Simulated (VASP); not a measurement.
Wanted: the native input for a VASP 6.6.1 run.

- Task: single point
- Functional: PBEsol
- Potentials or basis: VASP PAW PBE potentials, release 64 (Ta_pv, N)
- Cutoff: 520 eV
- k mesh: 11 × 11 × 10
- Occupations: fermi-dirac, width 0.1 eV
- Spin: no spin polarisation
- Dipole correction: no
- Further INCAR settings: ALGO = Normal; EDIFF = 1e-06; NBANDS = 15

The structure of TaN lies in POSCAR:

```
TaN
1.0
    2.9956224723      0.0000000000      0.0000000000
   -1.4978112361      2.5942851649      0.0000000000
    0.0000000000      0.0000000000      2.9395437670
Ta N
1 1
Direct
    0.3333333333      0.6666666667      0.5000000000
    0.0000000000      0.0000000000      0.0000000000
```

One way to write it, as run:

INCAR

```
SYSTEM = TaN
PREC     = Accurate       ! precision mode
ENCUT    = 520            ! plane-wave cutoff, eV
EDIFF    = 1E-6           ! SCF threshold, eV
ISMEAR   = -1             ! smearing method
SIGMA    = 0.1            ! smearing width, eV
LREAL    = .FALSE.        ! projectors in reciprocal space
LASPH    = .TRUE.         ! aspherical terms in the spheres
NELM     = 60             ! most SCF steps
ALGO     = Normal         ! electronic algorithm
ISIF     = 2              ! what is computed and relaxed
LWAVE    = .FALSE.        ! write WAVECAR
LCHARG   = .FALSE.        ! write CHGCAR
GGA      = PS             ! functional
NBANDS   = 15             ! bands
```

KPOINTS

```
regular mesh
0
G
  11 11 10
  0 0 0
```

Potentials or basis: VASP PAW PBE potentials, release 64 (Ta_pv, N).

Run with:

```bash
$ cat potpaw_PBE.64/Ta_pv/POTCAR potpaw_PBE.64/N/POTCAR > POTCAR
$ mpirun -np 1 vasp_std > vasp.out
```

It gave:

| Quantity | Value |
| --- | --- |
| Pressure | -21.8 GPa |
| Band gap on the k mesh | zero (band 8 reaches 7.87 eV, above the bottom of band 9 at 7.40 eV) |

Caveat: the PAW data sets were made with another functional, which shifts forces and pressure a little; spin-orbit coupling is left out, which moves the levels of the heavy elements.

Run time: 18 s on 1 thread of Intel(R) Xeon(R) 6975P-C (Granite Rapids), on a shared host, peak memory 0.15 GiB.
